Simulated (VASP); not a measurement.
# Ti (Pm-3m) in VASP: further runs

Ti is run at these levels: PBE; tasks: single point.

Everything below comes from runs of VASP 6.6.1. Logs are shortened: lines on timing, memory, paths and dates and some standing lists are left out, and cuts for length are marked.

### 1 The cell of the first run

Symmetry: Pm-3m, No. 221, cubic system. The conventional cell has a = 2.095 Å, b = 2.095 Å, c = 2.095 Å, α = 90.00°, β = 90.00°, γ = 90.00°. Ti (site symmetry m-3m) has 6 Ti at 2.09 Å within 2.8 Å.

### 2 Single point, PBE (volume scaled by 0.5)

Contents of INCAR:

```
  ALGO = Normal
  EDIFF = 1E-7
  ENCUT = 520
  GGA = PE
  ISIF = 2
  ISMEAR = -1
  LASPH = True
  LCHARG = True
  LELF = True
  LREAL = False
  LVHAR = True
  LWAVE = False
  NBANDS = 12
  NELM = 60
  PREC = Accurate
  SIGMA = 0.05
```

Contents of KPOINTS:

```
k-points
0
Gamma
  14 14 14
```

Contents of POSCAR:

```
Ti
1.0
    2.0946853591      0.0000000000      0.0000000000
    0.0000000000      2.0946853591      0.0000000000
    0.0000000000      0.0000000000      2.0946853591
Ti
1
Direct
    0.0000000000      0.0000000000      0.0000000000
```

Potentials or basis: VASP PAW PBE potentials, release 64 (Ti_sv).

Launch:

```bash
$ cat potpaw_PBE.64/Ti_sv/POTCAR > POTCAR
$ mpirun -np 1 vasp_std > vasp.out
```

OUTCAR:

```text
EDIFF = 1E-7
   ENCUT = 520
   GGA = PE
   ISIF = 2
   ISMEAR = -1
   LASPH = True
   LREAL = False
   NELM = 60
   PREC = Accurate

 ion  position               nearest neighbor table
   1  0.000  0.000  0.000-

  LATTYP: Found a simple cubic cell.
 ALAT       =     2.0946853591

  Lattice vectors:

 A1 = (   2.0946853591,   0.0000000000,   0.0000000000)
 A2 = (   0.0000000000,   2.0946853591,   0.0000000000)
 A3 = (   0.0000000000,   0.0000000000,   2.0946853591)

Analysis of symmetry for initial positions (statically):
=====================================================================
 Subroutine PRICEL returns:
 Original cell was already a primitive cell.

 Routine SETGRP: Setting up the symmetry group for a
 simple cubic supercell.

 Subroutine GETGRP returns: Found 48 space group operations
 (whereof 48 operations were pure point group operations)
 out of a pool of 48 trial point group operations.

The static configuration has the point symmetry O_h .

Analysis of symmetry for dynamics (positions and initial velocities):
=====================================================================
 Subroutine PRICEL returns:
 Original cell was already a primitive cell.

 Routine SETGRP: Setting up the symmetry group for a
 simple cubic supercell.

 Subroutine GETGRP returns: Found 48 space group operations
 (whereof 48 operations were pure point group operations)
 out of a pool of 48 trial point group operations.

The dynamic configuration has the point symmetry O_h .

 Subroutine INISYM returns: Found 48 space group operations
 (whereof 48 operations are pure point group operations),
 and found     1 'primitive' translations

----------------------------------------------------------------------------------------

                                     Primitive cell

  volume of cell :       9.1909

  direct lattice vectors                    reciprocal lattice vectors
     2.094685359  0.000000000  0.000000000     0.477398668  0.000000000  0.000000000
     0.000000000  2.094685359  0.000000000     0.000000000  0.477398668  0.000000000
     0.000000000  0.000000000  2.094685359     0.000000000  0.000000000  0.477398668

  length of vectors
     2.094685359  2.094685359  2.094685359     0.477398668  0.477398668  0.477398668

  position of ions in fractional coordinates (direct lattice)
     0.000000000  0.000000000  0.000000000

  ion indices of the primitive-cell ions
   primitive index   ion index
                 1           1

----------------------------------------------------------------------------------------
[... 75 lines left out ...]
   NFREE  =      0    steps in history (QN), initial steepest desc. (CG)
   ISIF   =      2    stress and relaxation
   ISYM   =      2    0-nonsym 1-usesym 2-fastsym
   POTIM  = 0.5000    time-step for ionic-motion
   TEBEG  =    0.0;   TEEND  =   0.0 temperature during run
   PSTRESS=    0.0 pullay stress
   NELECT =      12.0000    total number of electrons
   NUPDOWN=      -1.0000    fix difference up-down
   EMIN   =  10.00;   EMAX   =-10.00  energy-range for DOS
   EFERMI =   0.00;   METHOD = LEGACY
   ISMEAR =    -1;   SIGMA  =   0.05  broadening in eV -4-tet -1-fermi 0-gaus
   EFERMI_NEDOS =   21; number of points for ismear=-14 and -15
   IALGO  =     38    algorithm
   IMIX   =      4    mixing-type and parameters
     AMIX     =   0.40;   BMIX     =  1.00
     AMIX_MAG =   1.60;   BMIX_MAG =  1.00
  volume/ion in A,a.u.               =       9.19        62.02
  Fermi-wavevector in a.u.,A,eV,Ry     =   1.789300  3.381286 43.560328  3.201594
  Thomas-Fermi vector in A             =   2.852302
   LORBIT       =      0    0 simple, 1 ext, 2 COOP (PROOUT), +10 PAW based schemes
   GGA     = PE    functional components
   LHFCALC =     F    Hartree Fock is set to
   AEXX    =    0.0000 exact exchange contribution
   IVDW    =     0    specifies the selected vdW correction
   LEPSILON=     F    determine dielectric tensor
   LRPA    =     F    only Hartree local field effects (RPA)
 non-spin polarized calculation
  energy-cutoff  :      520.00
  volume of cell :        9.19
 maximum number of plane-waves:       280
 NGX is ok and might be reduce to    16
   NGX =  7   NGY =  7   NGZ =  7

 number of electron      11.9999994 magnetization

 Free energy of the ion-electron system (eV)
  ---------------------------------------------------
  ext. energy  EPLUGINS =         0.00000000
  ---------------------------------------------------
  free energy    TOTEN  =        -3.93782673 eV

  energy without entropy =       -3.93065290  energy(sigma->0) =       -3.93423981

 E-fermi :  16.7675     XC(G=0): -14.7951

 val. band max:       16.7499136704   @ k =   0.4286   0.4286   0.0000
 cond. band min:      16.7997702096   @ k =   0.5000   0.4286   0.2143
 fundamental gap:      0.0498565392
 Fermi energy:        16.7675353885

 k-point     1 :       0.0000    0.0000    0.0000
  band No.  band energies     occupation
      1     -40.6296      2.00000
      2     -13.5886      2.00000
      3     -13.5886      2.00000
      4     -13.5886      2.00000
      5      10.8438      2.00000
      6      13.0108      2.00000
      7      13.0108      2.00000
      8      24.5746      0.00000
      9      24.5746      0.00000
     10      24.5746      0.00000
     11      42.2281      0.00000
     12      42.2281      0.00000
[... 331 lines left out ...]
 k-point    24 :       0.3571    0.2143    0.0000
  band No.  band energies     occupation
      1     -39.2949      2.00000
      2     -17.4829      2.00000
      3     -15.1470      2.00000
      4     -12.9803      2.00000
      5      13.8641      2.00000
      6      15.3243      2.00000
      7      18.8316      0.00000
      8      20.9851      0.00000
      9      22.8700      0.00000
     10      23.1393      0.00000
     11      33.3896      0.00000
     12      39.7420      0.00000

 [... further k-points ...]
[... 5 lines left out ...]
  --------------------------------------------------------------------------------------
  -------------------------------------------------------------------------------------
  Total       10.7244020     10.7244020     10.7244020      0.0000000      0.0000000      0.0000000
  in kB     1869.5077814   1869.5077814   1869.5077814      0.0000000      0.0000000      0.0000000
  external PRESSURE =    1869.5077814 kB  Pullay stress =       0.0000000 kB

 VOLUME and BASIS-vectors are now :
 -----------------------------------------------------------------------------
  energy-cutoff  :      520.00
  volume of cell :        9.19
      direct lattice vectors                 reciprocal lattice vectors
     2.094685359  0.000000000  0.000000000     0.477398668  0.000000000  0.000000000
     0.000000000  2.094685359  0.000000000     0.000000000  0.477398668  0.000000000
     0.000000000  0.000000000  2.094685359     0.000000000  0.000000000  0.477398668

 POSITION                                       TOTAL-FORCE (eV/Angst)
 -----------------------------------------------------------------------------------
      0.00000      0.00000      0.00000         0.000000      0.000000      0.000000
 -----------------------------------------------------------------------------------
    total drift:                                0.000000      0.000000      0.000000

  FREE ENERGIE OF THE ION-ELECTRON SYSTEM (eV)
  ---------------------------------------------------
  free  energy   TOTEN  =        -3.9378267254 eV

  energy  without entropy=       -3.9306528978  energy(sigma->0) =       -3.93423981
```

OSZICAR:

```text
N       E                     dE             d eps       ncg     rms          rms(c)
DAV:   1     0.843503051158E+02    0.84350E+02   -0.65641E+03  2948   0.138E+03
DAV:   2    -0.107149198475E+01   -0.85422E+02   -0.81757E+02  2980   0.307E+02
DAV:   3    -0.378589009149E+01   -0.27144E+01   -0.26725E+01  3300   0.571E+01
DAV:   4    -0.384075467819E+01   -0.54865E-01   -0.54723E-01  3244   0.679E+00
DAV:   5    -0.384175567804E+01   -0.10010E-02   -0.10008E-02  3192   0.777E-01    0.219E+01
DAV:   6    -0.380178992598E+01    0.39966E-01   -0.32963E-01  3668   0.777E+00    0.111E+01
DAV:   7    -0.390237135805E+01   -0.10058E+00   -0.18151E-01  3924   0.379E+00    0.294E+00
DAV:   8    -0.393871265797E+01   -0.36341E-01   -0.94897E-02  2968   0.323E+00    0.486E-01
DAV:   9    -0.393776449018E+01    0.94817E-03   -0.43691E-03  3372   0.865E-01    0.127E-01
DAV:  10    -0.393782738447E+01   -0.62894E-04   -0.52909E-04  2944   0.237E-01    0.292E-02
DAV:  11    -0.393782326023E+01    0.41242E-05   -0.62054E-05  2988   0.979E-02    0.345E-02
DAV:  12    -0.393782655321E+01   -0.32930E-05   -0.27345E-05  2936   0.526E-02    0.118E-03
DAV:  13    -0.393782666863E+01   -0.11542E-06   -0.15873E-07  3132   0.448E-03    0.738E-04
DAV:  14    -0.393782672539E+01   -0.56758E-07   -0.22037E-08  1608   0.195E-03
   1 F= -.39378267E+01 E0= -.39342398E+01  d E =-.717383E-02
```

stdout:

```text
POSCAR found type information on POSCAR Ti
 POSCAR found :  1 types and       1 ions
 scaLAPACK will be used
 LDA part: xc-table for (Slater+PW92), standard interpolation
 POSCAR, INCAR and KPOINTS ok, starting setup
 FFT: planning ... GRIDC
 FFT: planning ... GRID_SOFT
 FFT: planning ... GRID
 WAVECAR not read
 entering main loop
```

Wall time 3.6 s (1 thread of Intel Xeon 6975P-C (Granite Rapids), shared host); peak memory 0.12 GiB.

Results:

- Free energy: -3.9378 eV
- Pressure: 187.0 GPa
- Band gap on the k mesh: zero (band 6 reaches 18.46 eV, above the bottom of band 7 at 12.64 eV)

### 3 Single point, PBE (volume scaled by 0.6)

Contents of INCAR:

```
SYSTEM = Ti
PREC = Accurate
ENCUT = 520
EDIFF = 1E-6
ISMEAR = -1
SIGMA = 0.05
LREAL = .FALSE.
LASPH = .TRUE.
NELM = 100
ALGO = Normal
ISIF = 2
LWAVE = .FALSE.
LCHARG = .TRUE.
GGA = PE
LELF = .TRUE.
LVHAR = .TRUE.
NBANDS = 12
```

Contents of KPOINTS:

```
regular mesh
0
G
  14 14 14
  0 0 0
```

Contents of POSCAR:

```
Ti
1.0
    2.2259353466      0.0000000000      0.0000000000
    0.0000000000      2.2259353466      0.0000000000
    0.0000000000      0.0000000000      2.2259353466
Ti
1
Direct
    0.0000000000      0.0000000000      0.0000000000
```

Potentials or basis: VASP PAW PBE potentials, release 64 (Ti_sv).

Launch:

```bash
$ cat potpaw_PBE.64/Ti_sv/POTCAR > POTCAR
$ mpirun -np 1 vasp_std > vasp.out
```

OUTCAR:

```text
SYSTEM = Ti
   PREC = Accurate
   ENCUT = 520
   EDIFF = 1E-6
   ISMEAR = -1
   LREAL = .FALSE.
   LASPH = .TRUE.
   NELM = 100
   ISIF = 2
   GGA = PE

 ion  position               nearest neighbor table
   1  0.000  0.000  0.000-

  LATTYP: Found a simple cubic cell.
 ALAT       =     2.2259353466

  Lattice vectors:

 A1 = (   2.2259353466,   0.0000000000,   0.0000000000)
 A2 = (   0.0000000000,   2.2259353466,   0.0000000000)
 A3 = (   0.0000000000,   0.0000000000,   2.2259353466)

[... 529 lines left out ...]
      4     -16.6540      2.00000
      5      11.1682      2.00000
      6      12.7387      2.00000
      7      15.3151      0.00000
      8      17.6437      0.00000
      9      18.6028      0.00000
     10      19.3540      0.00000
     11      27.9592      0.00000
     12      34.0698      0.00000

 [... further k-points ...]
[... 5 lines left out ...]
  --------------------------------------------------------------------------------------
  -------------------------------------------------------------------------------------
  Total        6.6626268      6.6626268      6.6626268     -0.0000000     -0.0000000      0.0000000
  in kB      967.8731300    967.8731300    967.8731300     -0.0000000     -0.0000000      0.0000000
  external PRESSURE =     967.8731300 kB  Pullay stress =       0.0000000 kB

 VOLUME and BASIS-vectors are now :
 -----------------------------------------------------------------------------
  energy-cutoff  :      520.00
  volume of cell :       11.03
      direct lattice vectors                 reciprocal lattice vectors
     2.225935347  0.000000000  0.000000000     0.449249347  0.000000000  0.000000000
     0.000000000  2.225935347  0.000000000     0.000000000  0.449249347  0.000000000
     0.000000000  0.000000000  2.225935347     0.000000000  0.000000000  0.449249347

 POSITION                                       TOTAL-FORCE (eV/Angst)
 -----------------------------------------------------------------------------------
      0.00000      0.00000      0.00000         0.000000      0.000000      0.000000
 -----------------------------------------------------------------------------------
    total drift:                                0.000000      0.000000      0.000000

  FREE ENERGIE OF THE ION-ELECTRON SYSTEM (eV)
  ---------------------------------------------------
  free  energy   TOTEN  =        -5.4978204079 eV

  energy  without entropy=       -5.4867087253  energy(sigma->0) =       -5.49226457
```

OSZICAR:

```text
N       E                     dE             d eps       ncg     rms          rms(c)
DAV:   1     0.849362915235E+02    0.84936E+02   -0.64988E+03  2920   0.132E+03
DAV:   2    -0.239361686484E+01   -0.87330E+02   -0.83930E+02  2960   0.304E+02
DAV:   3    -0.549862104210E+01   -0.31050E+01   -0.30445E+01  3404   0.597E+01
DAV:   4    -0.557785662786E+01   -0.79236E-01   -0.79063E-01  3264   0.795E+00
DAV:   5    -0.557982750237E+01   -0.19709E-02   -0.19707E-02  3268   0.106E+00    0.158E+01
DAV:   6    -0.540942137635E+01    0.17041E+00   -0.50575E-01  3556   0.104E+01    0.721E+00
DAV:   7    -0.546366174449E+01   -0.54240E-01   -0.99836E-02  3828   0.348E+00    0.262E+00
DAV:   8    -0.549842934429E+01   -0.34768E-01   -0.84670E-02  3136   0.277E+00    0.364E-01
DAV:   9    -0.549778159228E+01    0.64775E-03   -0.50197E-03  3364   0.837E-01    0.139E-01
DAV:  10    -0.549780533551E+01   -0.23743E-04   -0.77657E-04  2964   0.283E-01    0.449E-02
DAV:  11    -0.549781994969E+01   -0.14614E-04   -0.60429E-05  2996   0.809E-02    0.975E-03
DAV:  12    -0.549782040789E+01   -0.45820E-06   -0.20044E-06  3168   0.156E-02
   1 F= -.54978204E+01 E0= -.54922646E+01  d E =-.111117E-01
```

Run time: 6 s. Hardware: 1 thread of Intel Xeon 6975P-C (Granite Rapids), shared host; peak memory 0.13 GiB.

What came out:

| Quantity | Value |
| --- | --- |
| Free energy | -5.4978 eV |
| Pressure | 96.8 GPa |
| Band gap on the k mesh | zero (band 6 reaches 15.37 eV, above the bottom of band 7 at 10.83 eV) |

Levels at points of the mesh, in eV from the Fermi level:
```
           k point  band 4  band 5  band 6  band 7  band 8  band 9
(0.00, 0.00, 0.00)  -30.99   -6.33   -2.92   -2.92    6.54    6.54
(0.50, 0.00, 0.00)  -30.66   -1.60   -1.56    1.13    2.82    2.82
(0.50, 0.50, 0.00)  -30.36   -5.78    0.02    3.69    3.69    8.76
(0.50, 0.50, 0.50)  -33.19   -3.12   -3.12   -3.12    8.97    8.97
```

### 4 Single point, PBE (volume scaled by 0.6)

Contents of INCAR:

```
PREC     = Accurate       # precision mode
ENCUT    = 520            # plane-wave cutoff, eV
EDIFF    = 1E-6           # SCF threshold, eV
ISMEAR   = -1             # smearing method
SIGMA    = 0.05           # smearing width, eV
LREAL    = F              # projectors in reciprocal space
LASPH    = T              # aspherical terms in the spheres
NELM     = 80             # most SCF steps
ALGO     = Normal         # electronic algorithm
ISIF     = 2              # what is computed and relaxed
LWAVE    = F              # write WAVECAR
LCHARG   = F              # write CHGCAR
GGA      = PE             # functional
NBANDS   = 12             # bands
```

Contents of KPOINTS:

```
Automatic mesh
0
Gamma
  14 14 14
```

POSCAR is that of step 3.

Launch:

```bash
$ cat potpaw_PBE.64/Ti_sv/POTCAR > POTCAR
$ mpirun -np 1 vasp_std > vasp.out
```

Wall time 6.2 s (1 thread of Intel Xeon 6975P-C (Granite Rapids), shared host); peak memory 0.12 GiB.

It converged, with:

- Free energy: -5.4978 eV
- Pressure: 96.8 GPa
- Band gap on the k mesh: zero (band 6 reaches 15.37 eV, above the bottom of band 7 at 10.83 eV)

Levels at points of the mesh, in eV from the Fermi level:
| k point | band 3 | band 4 | band 5 | band 6 | band 7 | band 8 | band 9 | band 10 |
| --- | --- | --- | --- | --- | --- | --- | --- | --- |
| (0.00, 0.00, 0.00) | -30.99 | -30.99 | -6.33 | -2.92 | -2.92 | 6.54 | 6.54 | 6.54 |
| (0.50, 0.00, 0.00) | -30.66 | -30.66 | -1.60 | -1.56 | 1.13 | 2.82 | 2.82 | 6.90 |
| (0.50, 0.50, 0.00) | -33.72 | -30.36 | -5.78 | 0.02 | 3.69 | 3.69 | 8.76 | 9.48 |
| (0.50, 0.50, 0.50) | -33.19 | -33.19 | -3.12 | -3.12 | -3.12 | 8.97 | 8.97 | 9.48 |
